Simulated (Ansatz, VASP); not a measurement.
## One calculation of CsH, two programs

```
Cs H
1.0
     3.25176    3.25176    0.00000
    -3.25176    3.25176    0.00000
     0.00000    0.00000    6.50352
Cs H
2 2
Direct
  0.00000 0.00000 0.00000
  0.50000 0.50000 0.50000
  0.50000 0.50000 0.00000
  0.00000 0.00000 0.50000
```

Alike in both runs: task single point; functional r2SCAN; k mesh 6 × 6 × 4; occupations gaussian, width 0.02 eV; no spin polarisation.

|  | VASP | Ansatz |
| --- | --- | --- |
| version | VASP 6.6.1 | Ansatz 0.2.0 |
| potentials or method | VASP PAW PBE potentials, release 64 (Cs_sv, H), cutoff 520 eV | scalar-relativistic, plane waves, PAW |
| valence electrons in the cell | 20 | 20 |

|  | VASP | Ansatz | Ansatz less VASP |
| --- | --- | --- | --- |
| gap on the k mesh at the Fermi level (eV) | 2.72 | 2.74 | +0.015 |
| least direct gap on the mesh (eV) | 2.72 | 2.74 | +0.015 |
| pressure (GPa) | -0.5 | -0.5 | -0.01 |

VASP's potentials were made for PBE, not for r2SCAN. The functional is the same, so the differences come from potentials, cutoffs and numerics.

Spin-orbit coupling is off throughout.
